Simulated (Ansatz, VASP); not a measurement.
**IrPt2: VASP beside Ansatz**

```
CELL_PARAMETERS angstrom
0.00000 3.00649 3.00649
3.00649 0.00000 3.00649
3.00649 3.00649 0.00000
ATOMIC_POSITIONS crystal
Ir 0.25000 0.25000 0.25000
Pt 0.50000 0.50000 0.50000
Pt 0.75000 0.75000 0.75000
```

Alike in both runs: functional PBE; k mesh 6 × 6 × 6; occupations gaussian, width 0.2 eV; no spin polarisation.

Ansatz relaxed the structure, and its values are those at the end. VASP's run is a single point on that final structure, the one shown.

|  | VASP | Ansatz |
| --- | --- | --- |
| version | VASP 6.6.1 | Ansatz 0.2.0 |
| potentials or method | VASP PAW PBE potentials, release 64 (Ir, Pt), cutoff 500 eV | scalar-relativistic, plane waves, PAW |
| valence electrons in the cell | 29 | 53 |

Ansatz gave:

```
gap on the k mesh at the Fermi level (eV) : none
pressure (GPa)                            : 0.1
```

Q: Which values does VASP return?

A: gap on the k mesh at the Fermi level (eV): none; pressure (GPa): -0.3.

A gap of «none» marks a metal or a gap that the smearing closes. VASP's potentials hold 29 valence electrons a cell and Ansatz's 53, so a difference there can come from the potentials and not from the codes.

Spin-orbit coupling is off throughout.
